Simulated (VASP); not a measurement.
# Lu (P6/mmm) in VASP: single point with RPBE

Aim: the single point of Lu with RPBE.

Program: VASP 6.6.1. These are calculated values, not measurements. Logs are shortened: lines on timing, memory, paths and dates and some standing lists are left out, and cuts for length are marked.

## Step 1: The cell of the first run

Symmetry: P6/mmm, No. 191, hexagonal system. Conventional cell: a = 5.528 Å, b = 5.528 Å, c = 3.458 Å, α = 90.00°, β = 90.00°, γ = 120.00°. Within 4.5 Å of Lu (site symmetry 6/mmm) lie 14 Lu at 3.46 to 3.63 Å. Within 4.2 Å of Lu (site symmetry -6m2) lie 11 Lu at 3.19 to 3.63 Å.

This isn't the form of Lu at room conditions, which is hcp.

## Step 2: Single point, RPBE

The input, INCAR:

```
PREC = Accurate
ENCUT = 520
EDIFF = 1E-7
ISMEAR = -1
SIGMA = 0.1
LREAL = F
LASPH = T
NELM = 60
ALGO = Normal
ISIF = 2
LWAVE = F
LCHARG = F
GGA = RP
NBANDS = 44
```

The input, KPOINTS:

```
Automatic mesh
0
Gamma
  9 9 12
```

The input, POSCAR:

```
Lu
1.0
    5.5275308745      0.0000000000      0.0000000000
   -2.7637654372      4.7869821575      0.0000000000
    0.0000000000      0.0000000000      3.4583974968
Lu
3
Direct
    1.0000000000      0.0000000000      0.0000000000
    0.3333333333      0.6666666667      0.5000000000
    0.6666666667      0.3333333333      0.5000000000
```

Potentials or basis: VASP PAW PBE potentials, release 64 (Lu).

Started as:

```console
$ cat potpaw_PBE.64/Lu/POTCAR > POTCAR
$ mpirun -np 1 vasp_std > vasp.out
```

OUTCAR:

```text
PREC = Accurate
   ENCUT = 520
   EDIFF = 1E-7
   ISMEAR = -1
   LREAL = F
   LASPH = T
   NELM = 60
   ISIF = 2
   GGA = RP

 ion  position               nearest neighbor table
   1  0.000  0.000  0.000-   2 3.63   3 3.63   2 3.63   3 3.63   2 3.63   2 3.63   3 3.63   3 3.63
                             3 3.63   3 3.63   2 3.63   2 3.63
   2  0.333  0.667  0.500-   3 3.19   3 3.19   3 3.19   1 3.63   1 3.63   1 3.63   1 3.63   1 3.63
                             1 3.63
   3  0.667  0.333  0.500-   2 3.19   2 3.19   2 3.19   1 3.63   1 3.63   1 3.63   1 3.63   1 3.63
                             1 3.63

  LATTYP: Found a hexagonal cell.
 ALAT       =     5.5275308745
 C/A-ratio  =     0.6256676942

  Lattice vectors:

 A1 = (   5.5275308745,   0.0000000000,   0.0000000000)
 A2 = (  -2.7637654372,   4.7869821575,   0.0000000000)
 A3 = (   0.0000000000,   0.0000000000,   3.4583974968)

Analysis of symmetry for initial positions (statically):
=====================================================================
 Subroutine PRICEL returns:
 Original cell was already a primitive cell.

 Routine SETGRP: Setting up the symmetry group for a
 hexagonal supercell.

 Subroutine GETGRP returns: Found 24 space group operations
 (whereof 24 operations were pure point group operations)
 out of a pool of 24 trial point group operations.

The static configuration has the point symmetry D_6h.

Analysis of symmetry for dynamics (positions and initial velocities):
=====================================================================
 Subroutine PRICEL returns:
 Original cell was already a primitive cell.

 Routine SETGRP: Setting up the symmetry group for a
 hexagonal supercell.

 Subroutine GETGRP returns: Found 24 space group operations
 (whereof 24 operations were pure point group operations)
 out of a pool of 24 trial point group operations.

The dynamic configuration has the point symmetry D_6h.

 Subroutine INISYM returns: Found 24 space group operations
 (whereof 24 operations are pure point group operations),
 and found     1 'primitive' translations

----------------------------------------------------------------------------------------

                                     Primitive cell

  volume of cell :      91.5099

  direct lattice vectors                    reciprocal lattice vectors
     5.527530875  0.000000000  0.000000000     0.180912603  0.104449940  0.000000000
    -2.763765437  4.786982157  0.000000000     0.000000000  0.208899880  0.000000000
     0.000000000  0.000000000  3.458397497     0.000000000  0.000000000  0.289151262

  length of vectors
     5.527530875  5.527530874  3.458397497     0.208899880  0.208899880  0.289151262

  position of ions in fractional coordinates (direct lattice)
     0.000000000  0.000000000  0.000000000
     0.333333333  0.666666667  0.500000000
     0.666666667  0.333333333  0.500000000

  ion indices of the primitive-cell ions
   primitive index   ion index
                 1           1
                 2           2
                 3           3

----------------------------------------------------------------------------------------

 KPOINTS: Automatic mesh

Automatic generation of k-mesh.
 Grid dimensions read from file:
 generate k-points for:    9    9   12

 Generating k-lattice:

  Cartesian coordinates                     Fractional coordinates (reciprocal lattice)
     0.020101400  0.011605549  0.000000000     0.111111111 -0.000000000  0.000000000
     0.000000000  0.023211098  0.000000000     0.000000000  0.111111111  0.000000000
     0.000000000  0.000000000  0.024095938     0.000000000  0.000000000  0.083333333

  Length of vectors
     0.023211098  0.023211098  0.024095938

  Shift w.r.t. Gamma in fractional coordinates (k-lattice)
     0.000000000  0.000000000  0.000000000

 Subroutine IBZKPT returns following result:
 ===========================================

 Found     84 irreducible k-points:

 Following reciprocal coordinates:
            Coordinates               Weight
  0.000000  0.000000  0.000000      1.000000
  0.111111 -0.000000  0.000000      6.000000
  0.222222  0.000000  0.000000      6.000000
  0.333333  0.000000  0.000000      6.000000
  0.444444  0.000000  0.000000      6.000000
  0.111111  0.111111  0.000000      6.000000
[... 16 lines left out ...]
  0.333333  0.222222  0.083333     24.000000
  0.333333  0.333333  0.083333      4.000000
 [... further k-points ...]
   k-points           NKPTS =     84   k-points in BZ     NKDIM =     84   number of bands    NBANDS=     44
   number of dos      NEDOS =    301   number of ions     NIONS =      3
   total plane-waves  NPLWV =  49392
   dimension x,y,z NGX =    42 NGY =   42 NGZ =   28
   dimension x,y,z NGXF=    84 NGYF=   84 NGZF=   56
   ions per type =               3
   NGX,Y,Z   is equivalent  to a cutoff of  12.63, 12.63, 13.46 a.u.
   NGXF,Y,Z  is equivalent  to a cutoff of  25.26, 25.26, 26.92 a.u.
 SYSTEM =  unknown system
   PREC   = accura    normal or accurate (medium, high low for compatibility)
   ISTART =      0    job   : 0-new  1-cont  2-samecut
   ICHARG =      2    charge: 1-file 2-atom 10-const
   ISPIN  =      1    spin polarized calculation?
   LNONCOLLINEAR =      F non collinear calculations
   LSORBIT =      F    spin-orbit coupling
   LASPH  =      T    aspherical Exc in radial PAW
   ENCUT  =  520.0 eV  38.22 Ry    6.18 a.u.  10.28 10.28  6.43*2*pi/ulx,y,z
   NELM   =     60;   NELMIN=  2; NELMDL= -5     # of ELM steps
   EDIFF  = 0.1E-06   stopping-criterion for ELM
   LREAL  =      F    real-space projection
   EDIFFG = 0.1E-05   stopping-criterion for IOM
   NSW    =      0    number of steps for IOM
   IBRION =     -1    ionic relax: 0-MD 1-quasi-New 2-CG
   NFREE  =      0    steps in history (QN), initial steepest desc. (CG)
   ISIF   =      2    stress and relaxation
   ISYM   =      2    0-nonsym 1-usesym 2-fastsym
   POTIM  = 0.5000    time-step for ionic-motion
   TEBEG  =    0.0;   TEEND  =   0.0 temperature during run
   PSTRESS=    0.0 pullay stress
   NELECT =      75.0000    total number of electrons
   NUPDOWN=      -1.0000    fix difference up-down
   EMIN   =  10.00;   EMAX   =-10.00  energy-range for DOS
   EFERMI =   0.00;   METHOD = LEGACY
   ISMEAR =    -1;   SIGMA  =   0.10  broadening in eV -4-tet -1-fermi 0-gaus
   EFERMI_NEDOS =   21; number of points for ismear=-14 and -15
   IALGO  =     38    algorithm
   IMIX   =      4    mixing-type and parameters
     AMIX     =   0.40;   BMIX     =  1.00
     AMIX_MAG =   1.60;   BMIX_MAG =  1.00
  volume/ion in A,a.u.               =      30.50       205.85
  Fermi-wavevector in a.u.,A,eV,Ry     =   1.532049  2.895153 31.935238  2.347174
  Thomas-Fermi vector in A             =   2.639309
   LORBIT       =      0    0 simple, 1 ext, 2 COOP (PROOUT), +10 PAW based schemes
   GGA     = RP    functional components
   LHFCALC =     F    Hartree Fock is set to
   AEXX    =    0.0000 exact exchange contribution
   IVDW    =     0    specifies the selected vdW correction
   LEPSILON=     F    determine dielectric tensor
   LRPA    =     F    only Hartree local field effects (RPA)
 non-spin polarized calculation
  energy-cutoff  :      520.00
  volume of cell :       91.51
 maximum number of plane-waves:      2486
 NGX is ok and might be reduce to    42
   NGX = 21   NGY = 21   NGZ = 13

 number of electron      74.9999992 magnetization

 Free energy of the ion-electron system (eV)
  ---------------------------------------------------
  ext. energy  EPLUGINS =         0.00000000
  ---------------------------------------------------
  free energy    TOTEN  =       -12.38108648 eV

  energy without entropy =      -12.21045501  energy(sigma->0) =      -12.29577075

 E-fermi :   2.1180     XC(G=0): -10.2997

 val. band max:        2.1166051910   @ k =   0.2222   0.0000   0.1667
 cond. band min:       2.1412497695   @ k =   0.2222   0.2222   0.3333
 fundamental gap:      0.0246445785
 Fermi energy:         2.1179760849

 k-point     1 :       0.0000    0.0000    0.0000
  band No.  band energies     occupation
      1     -54.2838      2.00000
      2     -54.2418      2.00000
      3     -54.1586      2.00000
      4     -25.1021      2.00000
      5     -25.1021      2.00000
      6     -24.8865      2.00000
[... 36 lines left out ...]
     43       5.0308      0.00000
     44       5.5026      0.00000

 k-point     2 :       0.1111   -0.0000    0.0000
  band No.  band energies     occupation
      1     -54.2826      2.00000
      2     -54.2429      2.00000
      3     -54.1587      2.00000
      4     -25.1131      2.00000
      5     -25.1015      2.00000
      6     -24.8720      2.00000
[... 36 lines left out ...]
     43       5.1381      0.00000
     44       5.1807      0.00000

 k-point     3 :       0.2222    0.0000    0.0000
  band No.  band energies     occupation
      1     -54.2793      2.00000
      2     -54.2460      2.00000
      3     -54.1589      2.00000
      4     -25.1368      2.00000
      5     -25.0919      2.00000
      6     -24.8380      2.00000
[... 36 lines left out ...]
     43       4.8373      0.00000
     44       5.0501      0.00000

 k-point     4 :       0.3333    0.0000    0.0000
  band No.  band energies     occupation
      1     -54.2746      2.00000
      2     -54.2505      2.00000
      3     -54.1591      2.00000
      4     -25.1591      2.00000
      5     -25.0638      2.00000
      6     -24.8087      2.00000
[... 882 lines left out ...]
     43       4.6395      0.00000
     44       4.9129      0.00000

 k-point    23 :       0.3333    0.2222    0.0833
  band No.  band energies     occupation
      1     -54.2665      2.00000
      2     -54.2571      2.00000
      3     -54.1587      2.00000
      4     -25.1510      2.00000
      5     -25.0202      2.00000
      6     -24.9182      2.00000
[... 36 lines left out ...]
     43       4.6493      0.00000
     44       5.0639      0.00000

 k-point    24 :       0.3333    0.3333    0.0833
  band No.  band energies     occupation
      1     -54.2618      2.00000
      2     -54.2618      2.00000
      3     -54.1588      2.00000
      4     -25.1465      2.00000
      5     -24.9778      2.00000
      6     -24.9778      2.00000
[... 36 lines left out ...]
     43       4.9193      0.00000
     44       4.9193      0.00000

 [... further k-points ...]

------------------------ aborting loop because EDIFF is reached ----------------------------------------

  FORCE on cell =-STRESS in cart. coord.  units (eV):
  Direction    XX          YY          ZZ          XY          YZ          ZX
  --------------------------------------------------------------------------------------
  -------------------------------------------------------------------------------------
  Total        0.0346626      0.0346626      0.0488022      0.0000000      0.0000000      0.0000000
  in kB        0.6068806      0.6068806      0.8544414      0.0000000      0.0000000      0.0000000
  external PRESSURE =       0.6894009 kB  Pullay stress =       0.0000000 kB

 VOLUME and BASIS-vectors are now :
 -----------------------------------------------------------------------------
  energy-cutoff  :      520.00
  volume of cell :       91.51
      direct lattice vectors                 reciprocal lattice vectors
     5.527530875  0.000000000  0.000000000     0.180912603  0.104449940  0.000000000
    -2.763765437  4.786982157  0.000000000     0.000000000  0.208899880  0.000000000
     0.000000000  0.000000000  3.458397497     0.000000000  0.000000000  0.289151262

 POSITION                                       TOTAL-FORCE (eV/Angst)
 -----------------------------------------------------------------------------------
      0.00000      0.00000      0.00000        -0.000000     -0.000000      0.000000
     -0.00000      3.19132      1.72920        -0.000000      0.000000     -0.000000
      2.76377      1.59566      1.72920         0.000000      0.000000      0.000000
 -----------------------------------------------------------------------------------
    total drift:                                0.000000      0.000000     -0.000000

  FREE ENERGIE OF THE ION-ELECTRON SYSTEM (eV)
  ---------------------------------------------------
  free  energy   TOTEN  =       -12.3810864821 eV

  energy  without entropy=      -12.2104550103  energy(sigma->0) =      -12.29577075
```

Wall time 7.8 min (1 thread of Intel Xeon Platinum 8375C at 2.90GHz (Ice Lake), shared host); peak memory 0.39 GiB.

Results:

| Item | Value |
| --- | --- |
| Free energy | -12.3811 eV |
| Pressure | 0.1 GPa |
| Band gap on the k mesh | zero (an odd number of electrons rules out a gap without spin polarisation) |

Caveat: the PAW data sets were made with another functional, which shifts forces and pressure a little; spin-orbit coupling is left out, which moves the levels of the heavy elements.
